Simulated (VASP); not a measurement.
PN, 8 atoms in the cell. The structure is orthorhombic, space group Pnma (No. 62). The conventional cell has a = 5.555 Å, b = 2.571 Å, c = 3.227 Å, α = 90.00°, β = 90.00°, γ = 90.00°. P (site symmetry m) has 5 N at 1.70 to 2.32 Å and 2 P at 1.73 Å within 2.4 Å. Within 2.4 Å of N (site symmetry m) lie 5 P at 1.70 to 2.32 Å and 6 N at 2.15 to 2.32 Å. The cell was built from a structure type or drawn by symmetry, and may not be a known phase.

```yaml
Program: VASP 6.6.1
Task: relaxation of cell and atoms
Functional: PBE
Potentials_or_basis: VASP PAW PBE potentials, release 64 (P, N)
Cutoff: 600 eV
k_mesh: 4 × 6 × 6
Occupations: gaussian, width 0.1 eV
Spin: no spin polarisation
Dipole_correction: no
Further_INCAR_settings: ALGO = Normal; EDIFF = 1e-06; IBRION = 2; EDIFFG = -0.04; NSW = 90; ISIF = 3
```

Potentials or basis: VASP PAW PBE potentials, release 64 (P, N).

Launch:

```console
$ cat potpaw_PBE.64/P/POTCAR potpaw_PBE.64/N/POTCAR > POTCAR
$ mpirun -np 1 vasp_std > vasp.out
```

Hardware: 1 thread of Intel(R) Xeon(R) 6975P-C (Granite Rapids) (shared host).

**Question.** How long does it take, and how much memory?

**Answer.** It took 19 min on 1 thread of Intel(R) Xeon(R) 6975P-C (Granite Rapids) (shared host), peak memory 0.23 GiB. Counts: scf iterations 608, k points 48, ion steps 85.
